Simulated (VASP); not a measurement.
# BP (F-43m) in VASP: further runs

The runs below take BP through single point, with PBE.

Program: VASP 6.6.1. These are calculated values, not measurements. Logs are shortened: lines on timing, memory, paths and dates and some standing lists are left out, and cuts for length are marked.

**1. The cell of the first run**

The structure is cubic, space group F-43m (No. 216). The conventional cell has a = 4.538 Å, b = 4.538 Å, c = 4.538 Å, α = 90.00°, β = 90.00°, γ = 90.00°. Within 2.6 Å of B (site symmetry -43m) lie 4 P at 1.97 Å. P (site symmetry -43m) has 4 B at 1.97 Å within 2.6 Å.

**2. Single point, PBE**

The input, INCAR:

```
PREC = Accurate
ENCUT = 500
EDIFF = 1E-6
ISMEAR = 0
SIGMA = 0.01
LREAL = F
LASPH = T
NELM = 120
ALGO = Normal
ISIF = 2
LWAVE = F
LCHARG = F
GGA = PE
NBANDS = 11
GGA_COMPAT = F
```

The input, KPOINTS:

```
Automatic mesh
0
Gamma
  4 4 4
```

The input, POSCAR:

```
BP
1.0
    3.2088510000      0.0000000000      0.0000000000
    1.6044255000      2.7789464830      0.0000000000
    1.6044255000      0.9263154943      2.6200158702
B P
1 1
Direct
    0.0000000000      0.0000000000      0.0000000000
    0.2500000000      0.2500000000      0.2500000000
```

Potentials or basis: VASP PAW PBE potentials, release 64 (B, P).

Launch:

```sh
> cat potpaw_PBE.64/B/POTCAR potpaw_PBE.64/P/POTCAR > POTCAR
> mpirun -np 1 vasp_std > vasp.out
```

OUTCAR:

```text
PREC = Accurate
   ENCUT = 500
   EDIFF = 1E-6
   ISMEAR = 0
   LREAL = F
   LASPH = T
   NELM = 120
   ISIF = 2
   GGA = PE

 ion  position               nearest neighbor table
   1  0.000  0.000  0.000-   2 1.97   2 1.97   2 1.97   2 1.97
   2  0.250  0.250  0.250-   1 1.97   1 1.97   1 1.97   1 1.97

  LATTYP: Found a face centered cubic cell.
 ALAT       =     4.5380006039

  Lattice vectors:

 A1 = (   3.2088510000,   0.0000000000,   0.0000000000)
 A2 = (   1.6044255000,   2.7789464830,   0.0000000000)
 A3 = (   1.6044255000,   0.9263154943,   2.6200158702)

Analysis of symmetry for initial positions (statically):
=====================================================================
 Subroutine PRICEL returns:
 Original cell was already a primitive cell.

 Routine SETGRP: Setting up the symmetry group for a
 face centered cubic supercell.

 Subroutine GETGRP returns: Found 24 space group operations
 (whereof 24 operations were pure point group operations)
 out of a pool of 48 trial point group operations.

The static configuration has the point symmetry T_d .

Analysis of symmetry for dynamics (positions and initial velocities):
=====================================================================
 Subroutine PRICEL returns:
 Original cell was already a primitive cell.

 Routine SETGRP: Setting up the symmetry group for a
 face centered cubic supercell.

 Subroutine GETGRP returns: Found 24 space group operations
 (whereof 24 operations were pure point group operations)
 out of a pool of 48 trial point group operations.

The dynamic configuration has the point symmetry T_d .

 Subroutine INISYM returns: Found 24 space group operations
 (whereof 24 operations are pure point group operations),
 and found     1 'primitive' translations

----------------------------------------------------------------------------------------

                                     Primitive cell

  volume of cell :      23.3633

  direct lattice vectors                    reciprocal lattice vectors
     3.208851000  0.000000000  0.000000000     0.311638029 -0.179924300 -0.127225692
     1.604425500  2.778946483  0.000000000     0.000000000  0.359848600 -0.127225692
     1.604425500  0.926315494  2.620015870     0.000000000  0.000000000  0.381677077

  length of vectors
     3.208851000  3.208851000  3.208851000     0.381677077  0.381677077  0.381677077

  position of ions in fractional coordinates (direct lattice)
     0.000000000  0.000000000  0.000000000
     0.250000000  0.250000000  0.250000000

  ion indices of the primitive-cell ions
   primitive index   ion index
                 1           1
                 2           2

----------------------------------------------------------------------------------------

 KPOINTS: Automatic mesh

Automatic generation of k-mesh.
 Grid dimensions read from file:
 generate k-points for:    4    4    4

 Generating k-lattice:

  Cartesian coordinates                     Fractional coordinates (reciprocal lattice)
     0.077909507 -0.044981075 -0.031806423     0.250000000 -0.000000000  0.000000000
     0.000000000  0.089962150 -0.031806423     0.000000000  0.250000000  0.000000000
     0.000000000  0.000000000  0.095419269     0.000000000  0.000000000  0.250000000

  Length of vectors
     0.095419269  0.095419269  0.095419269

  Shift w.r.t. Gamma in fractional coordinates (k-lattice)
     0.000000000  0.000000000  0.000000000

 Subroutine IBZKPT returns following result:
 ===========================================

 Found      8 irreducible k-points:

 Following reciprocal coordinates:
            Coordinates               Weight
  0.000000  0.000000  0.000000      1.000000
  0.250000  0.000000  0.000000      8.000000
  0.500000  0.000000  0.000000      4.000000
  0.250000  0.250000  0.000000      6.000000
  0.500000  0.250000  0.000000     24.000000
 -0.250000  0.250000 -0.000000     12.000000
  0.500000  0.500000  0.000000      3.000000
 -0.250000  0.500000  0.250000      6.000000
   k-points           NKPTS =      8   k-points in BZ     NKDIM =      8   number of bands    NBANDS=     11
   number of dos      NEDOS =    301   number of ions     NIONS =      2
   total plane-waves  NPLWV =  13824
   dimension x,y,z NGX =    24 NGY =   24 NGZ =   24
   dimension x,y,z NGXF=    48 NGYF=   48 NGZF=   48
   ions per type =               1   1
   NGX,Y,Z   is equivalent  to a cutoff of  12.43, 12.43, 12.43 a.u.
   NGXF,Y,Z  is equivalent  to a cutoff of  24.87, 24.87, 24.87 a.u.
 SYSTEM =  unknown system
   PREC   = accura    normal or accurate (medium, high low for compatibility)
   ISTART =      0    job   : 0-new  1-cont  2-samecut
   ICHARG =      2    charge: 1-file 2-atom 10-const
   ISPIN  =      1    spin polarized calculation?
   LNONCOLLINEAR =      F non collinear calculations
   LSORBIT =      F    spin-orbit coupling
   LASPH  =      T    aspherical Exc in radial PAW
   ENCUT  =  500.0 eV  36.75 Ry    6.06 a.u.   5.85  5.85  5.85*2*pi/ulx,y,z
   NELM   =    120;   NELMIN=  2; NELMDL= -5     # of ELM steps
   EDIFF  = 0.1E-05   stopping-criterion for ELM
   LREAL  =      F    real-space projection
   EDIFFG = 0.1E-04   stopping-criterion for IOM
   NSW    =      0    number of steps for IOM
   IBRION =     -1    ionic relax: 0-MD 1-quasi-New 2-CG
   NFREE  =      0    steps in history (QN), initial steepest desc. (CG)
   ISIF   =      2    stress and relaxation
   ISYM   =      2    0-nonsym 1-usesym 2-fastsym
   POTIM  = 0.5000    time-step for ionic-motion
   TEBEG  =    0.0;   TEEND  =   0.0 temperature during run
   PSTRESS=    0.0 pullay stress
   NELECT =       8.0000    total number of electrons
   NUPDOWN=      -1.0000    fix difference up-down
   EMIN   =  10.00;   EMAX   =-10.00  energy-range for DOS
   EFERMI =   0.00;   METHOD = LEGACY
   ISMEAR =     0;   SIGMA  =   0.01  broadening in eV -4-tet -1-fermi 0-gaus
   EFERMI_NEDOS =   21; number of points for ismear=-14 and -15
   IALGO  =     38    algorithm
   IMIX   =      4    mixing-type and parameters
     AMIX     =   0.40;   BMIX     =  1.00
     AMIX_MAG =   1.60;   BMIX_MAG =  1.00
  volume/ion in A,a.u.               =      11.68        78.83
  Fermi-wavevector in a.u.,A,eV,Ry     =   1.145320  2.164341 17.847558  1.311758
  Thomas-Fermi vector in A             =   2.282009
   LORBIT       =      0    0 simple, 1 ext, 2 COOP (PROOUT), +10 PAW based schemes
   GGA     = PE    functional components
   LHFCALC =     F    Hartree Fock is set to
   AEXX    =    0.0000 exact exchange contribution
   IVDW    =     0    specifies the selected vdW correction
   LEPSILON=     F    determine dielectric tensor
   LRPA    =     F    only Hartree local field effects (RPA)
 non-spin polarized calculation
 Gauss-broadening in eV      SIGMA  =   0.01
  energy-cutoff  :      500.00
  volume of cell :       23.36
 maximum number of plane-waves:       609
   NGX = 11   NGY = 11   NGZ = 11

 number of electron       8.0000000 magnetization

 Free energy of the ion-electron system (eV)
  ---------------------------------------------------
  ext. energy  EPLUGINS =         0.00000000
  ---------------------------------------------------
  free energy    TOTEN  =       -12.75854543 eV

  energy without entropy =      -12.75854543  energy(sigma->0) =      -12.75854543

 E-fermi :   7.5304     XC(G=0): -10.8876

 val. band max:        7.4741297962   @ k =   0.0000   0.0000   0.0000
 cond. band min:       8.7849791062   @ k =   0.5000   0.5000   0.0000
 fundamental gap:      1.3108493100
 Fermi energy:         7.5303861009

 k-point     1 :       0.0000    0.0000    0.0000
  band No.  band energies     occupation
      1      -8.0004      2.00000
      2       7.4741      2.00000
      3       7.4741      2.00000
      4       7.4741      2.00000
      5      10.8566      0.00000
      6      10.8566      0.00000
      7      10.8566      0.00000
      8      14.8497      0.00000
      9      18.9758      0.00000
     10      19.5767      0.00000
     11      19.5767      0.00000

 k-point     2 :       0.2500    0.0000    0.0000
  band No.  band energies     occupation
      1      -6.8942      2.00000
      2       2.6182      2.00000
      3       6.3531      2.00000
      4       6.3531      2.00000
      5      11.4667      0.00000
      6      12.2211      0.00000
      7      12.2211      0.00000
      8      17.0817      0.00000
      9      18.4115      0.00000
     10      18.4115      0.00000
     11      20.5046      0.00000

 k-point     3 :       0.5000    0.0000    0.0000
  band No.  band energies     occupation
      1      -4.6736      2.00000
      2      -1.5735      2.00000
      3       5.7120      2.00000
      4       5.7120      2.00000
      5      11.2471      0.00000
      6      12.1666      0.00000
      7      12.1666      0.00000
      8      17.5868      0.00000
      9      22.0813      0.00000
     10      22.0813      0.00000
     11      22.3035      0.00000

 k-point     4 :       0.2500    0.2500    0.0000
  band No.  band energies     occupation
      1      -6.5180      2.00000
      2       3.7745      2.00000
      3       4.7325      2.00000
      4       4.7325      2.00000
      5       9.2702      0.00000
      6      12.4077      0.00000
      7      15.1916      0.00000
      8      15.1916      0.00000
      9      19.5856      0.00000
     10      21.1694      0.00000
     11      22.8702      0.00000

 k-point     5 :       0.5000    0.2500    0.0000
  band No.  band energies     occupation
      1      -4.2756      2.00000
      2      -0.2353      2.00000
      3       2.6866      2.00000
      4       4.2770      2.00000
      5       9.9869      0.00000
      6      13.8924      0.00000
      7      15.6115      0.00000
      8      15.8111      0.00000
      9      20.6439      0.00000
     10      22.2461      0.00000
     11      24.8409      0.00000

 k-point     6 :      -0.2500    0.2500   -0.0000
  band No.  band energies     occupation
      1      -5.1749      2.00000
      2       0.9979      2.00000
      3       2.2207      2.00000
      4       5.5332      2.00000
      5      11.3172      0.00000
      6      13.8335      0.00000
      7      14.9893      0.00000
      8      16.2285      0.00000
      9      17.4339      0.00000
     10      20.1423      0.00000
     11      24.9889      0.00000

 k-point     7 :       0.5000    0.5000    0.0000
  band No.  band energies     occupation
      1      -3.1427      2.00000
      2      -1.1179      2.00000
      3       3.3494      2.00000
      4       3.3494      2.00000
      5       8.7850      0.00000
      6       9.1143      0.00000
      7      19.5932      0.00000
      8      19.5932      0.00000
      9      22.7135      0.00000
     10      24.2077      0.00000
     11      25.4531      0.00000

 k-point     8 :      -0.2500    0.5000    0.2500
  band No.  band energies     occupation
      1      -2.8679      2.00000
      2      -0.5898      2.00000
      3       1.7828      2.00000
      4       1.9900      2.00000
      5      12.8010      0.00000
      6      14.2267      0.00000
      7      14.7120      0.00000
      8      14.9151      0.00000
      9      20.3167      0.00000
     10      23.6983      0.00000
     11      23.8401      0.00000

------------------------ aborting loop because EDIFF is reached ----------------------------------------

  FORCE on cell =-STRESS in cart. coord.  units (eV):
  Direction    XX          YY          ZZ          XY          YZ          ZX
  --------------------------------------------------------------------------------------
  -------------------------------------------------------------------------------------
  Total        0.2933484      0.2933484      0.2933484     -0.0000000     -0.0000000     -0.0000000
  in kB       20.1168809     20.1168809     20.1168809     -0.0000000     -0.0000000     -0.0000000
  external PRESSURE =      20.1168809 kB  Pullay stress =       0.0000000 kB

 VOLUME and BASIS-vectors are now :
 -----------------------------------------------------------------------------
  energy-cutoff  :      500.00
  volume of cell :       23.36
      direct lattice vectors                 reciprocal lattice vectors
     3.208851000  0.000000000  0.000000000     0.311638029 -0.179924300 -0.127225692
     1.604425500  2.778946483  0.000000000     0.000000000  0.359848600 -0.127225692
     1.604425500  0.926315494  2.620015870     0.000000000  0.000000000  0.381677077

 POSITION                                       TOTAL-FORCE (eV/Angst)
 -----------------------------------------------------------------------------------
      0.00000      0.00000      0.00000         0.000000      0.000000     -0.000000
      1.60443      0.92632      0.65500        -0.000000     -0.000000      0.000000
 -----------------------------------------------------------------------------------
    total drift:                                0.000000      0.000000      0.000000

  FREE ENERGIE OF THE ION-ELECTRON SYSTEM (eV)
  ---------------------------------------------------
  free  energy   TOTEN  =       -12.7585454278 eV

  energy  without entropy=      -12.7585454278  energy(sigma->0) =      -12.75854543
```

It used 3.8 s of CPU time on 1 thread of AMD EPYC 7R13 Processor (Zen 3), on a shared host.

Results:

- Free energy: -12.7585 eV
- Pressure: 2.0 GPa
- Band gap on the k mesh: 1.31 eV, indirect (least direct gap 3.38 eV)

Caveat: the k points lie up to 0.60 Å⁻¹ apart. A k mesh can miss the band edges.

(Continued in part 2 of 2.)
